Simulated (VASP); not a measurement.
Here is a VASP 6.6.1 calculation.

The input POSCAR:

```
Rh
1.0
    0.0000000000      1.8978500000      1.8978500000
    1.8978500000      0.0000000000      1.8978500000
    1.8978500000      1.8978500000      0.0000000000
Rh
1
Direct
    0.0000000000      0.0000000000      0.0000000000
```

The input INCAR.step1:

```
SYSTEM = Rh
  PREC = Accurate
  ENCUT = 600
  ISMEAR = 0
  SIGMA = 0.1
  LREAL = .FALSE.
  LASPH = .TRUE.
  NELM = 60
  GGA = PE
  ALGO = Normal
  EDIFF = 1E-4
  LWAVE = .TRUE.
  LCHARG = .FALSE.
```

INCAR.step2

```
SYSTEM = Rh
  PREC = Accurate
  ENCUT = 600
  EDIFF = 1E-7
  ISMEAR = 0
  SIGMA = 0.1
  LREAL = .FALSE.
  LASPH = .TRUE.
  NELM = 60
  ALGO = Normal
  ISIF = 3
  LWAVE = .FALSE.
  LCHARG = .FALSE.
  METAGGA = R2SCAN
  LMIXTAU = .TRUE.
  IBRION = 2
  NSW = 100
  EDIFFG = -0.005
  ISTART = 1
```

File KPOINTS:

```
regular mesh
0
G
  18 18 18
  0 0 0
```

Potentials or basis: VASP PAW PBE potentials, release 64 (Rh_pv).

Launch:

```sh
$ cat potpaw_PBE.64/Rh_pv/POTCAR > POTCAR
$ cp INCAR.step1 INCAR
$ mpirun -np 1 vasp_std > vasp.out
$ cp INCAR.step2 INCAR
$ mpirun -np 1 vasp_std > vasp.out
```

What does it give for the space group after relaxing (to 0.05 Å)?

Fm-3m (No. 225).

Estimate the relaxed cell.

a = 2.690 Å, b = 2.690 Å, c = 2.690 Å, α = 60.00°, β = 60.00°, γ = 60.00°.

Predict the relaxed volume.

13.77 Å³/atom.

Step by step:
```csv
step,energy change (eV),largest force (eV/Å),pressure (GPa),volume (Å³)
1,0.0000,0.0000,2.10,13.67
2,0.0035,0.0000,-5.01,14.03
3,-0.0006,0.0000,0.01,13.77
```

Caveat: the PAW data sets were made with another functional, which shifts forces and pressure a little. Zero-point motion and thermal expansion aren't in these numbers.
